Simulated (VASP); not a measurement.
# ZnC: single point with PBE

Crystal: ZnC.

```xyz
8
Lattice="-2.1832 0.0013 -2.1830 -2.2030 -4.3955 2.2047 -2.2033 4.3940 2.2009" Properties=species:S:1:pos:R:3 pbc="T T T"
Zn   -4.3964    2.1969    2.2118
Zn   -2.1832    0.0012   -2.1830
Zn   -2.2031   -0.0007    2.2029
Zn   -4.3962   -2.1978    2.2138
C    -2.2033   -2.1981    2.2038
C    -2.1931    0.0001    0.0100
C    -4.3963   -0.0003    2.2127
C    -2.2030    2.1967    2.2019
```

* Program: VASP 6.6.1
* Task: single point
* Functional: PBE
* Potentials or basis: VASP PAW PBE potentials, release 64 (Zn, C)
* Cutoff: 520 eV
* k mesh: 8 × 6 × 6
* Occupations: gaussian, width 0.1 eV
* Spin: no spin polarisation

The pressure is 0.9 GPa and the band gap on the k mesh is zero (bands 32 and 33 overlap by 3.19 eV).

Stress tensor (GPa, compression positive):
```
 0.94  0.00 -0.10
 0.00  0.91  0.05
-0.10  0.05  0.96
```

Levels at points of the mesh, in eV from the Fermi level:
| k point | band 30 | band 31 | band 32 | band 33 | band 34 | band 35 |
| --- | --- | --- | --- | --- | --- | --- |
| (0.00, 0.00, 0.00) | 1.17 | 1.23 | 1.27 | 2.01 | 2.02 | 2.05 |
| (0.50, 0.00, 0.00) | -2.92 | -2.24 | -2.24 | -1.71 | -1.71 | 1.75 |
| (0.00, 0.50, 0.00) | -0.99 | 0.22 | 0.22 | 1.58 | 1.58 | 1.63 |
| (0.50, 0.50, 0.00) | -0.97 | -0.97 | -0.97 | 0.14 | 0.14 | 0.15 |
| (0.00, 0.00, 0.50) | -0.98 | 0.22 | 0.22 | 1.58 | 1.58 | 1.63 |
| (0.50, 0.00, 0.50) | -0.97 | -0.97 | -0.97 | 0.14 | 0.14 | 0.15 |
| (0.00, 0.50, 0.50) | -0.53 | -0.07 | -0.07 | 0.06 | 0.06 | 1.81 |
| (0.50, 0.50, 0.50) | -1.34 | -1.32 | -1.32 | 2.00 | 2.00 | 2.00 |

Run time: 7.7 min on 1 thread of Oxide Virtual Turin-like Processor, on a shared host, peak memory 0.44 GiB.
